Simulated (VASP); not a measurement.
Wanted: the native input for a VASP 6.6.1 run.

```yaml
Task: single point
Functional: PBE
Potentials_or_basis: VASP PAW PBE potentials, release 64 (Si, P)
Cutoff: 520 eV
k_mesh: 6 × 6 × 4
Occupations: gaussian, width 0.1 eV
Spin: no spin polarisation
Dipole_correction: no
Further_INCAR_settings: ALGO = Normal; EDIFF = 1e-06; NBANDS = 18
```

The structure of Si4P lies in POSCAR:

```
Si4P
1.0
    3.1719307600      0.0000000000      0.0000000000
    0.0066772200      3.8791819000      0.0000000000
    1.5789622400      1.2799880300      4.5629437700
Si P
4 1
Direct
    0.8888540300      0.6072760200      0.7080580000
    0.2926819900      0.2066040000      0.8889120200
    0.7073180100      0.7933960000      0.1110879800
    0.1111459700      0.3927239800      0.2919420000
    0.5000000000      0.0000000000      0.5000000000
```

The cell was built from a structure type or drawn by symmetry, and may not be a known phase.

The input as run:

INCAR

```
PREC = Accurate
ENCUT = 520
EDIFF = 1E-6
ISMEAR = 0
SIGMA = 0.1
LREAL = F
LASPH = T
NELM = 80
ALGO = Normal
ISIF = 2
LWAVE = F
LCHARG = T
GGA = PE
LELF = T
LVHAR = T
NBANDS = 18
```

KPOINTS

```
regular mesh
0
Gamma
  6 6 4
```

Potentials or basis: VASP PAW PBE potentials, release 64 (Si, P).

The run is started by

```console
$ cat potpaw_PBE.64/Si/POTCAR potpaw_PBE.64/P/POTCAR > POTCAR
$ mpirun -np 1 vasp_std > vasp.out
```

It gave:

- Pressure: 75.3 GPa
- Largest force: 1.317 eV/Å
- Band gap on the k mesh: zero (an odd number of electrons rules out a gap without spin polarisation)

Caveat: the cell stands under pressure; forces of over 1 eV/Å act on the atoms, so gaps and moduli don't describe the material at rest.

Wall time 42 s on 1 thread of Intel Xeon 8259CL, with other jobs on the host, peak memory 0.21 GiB.
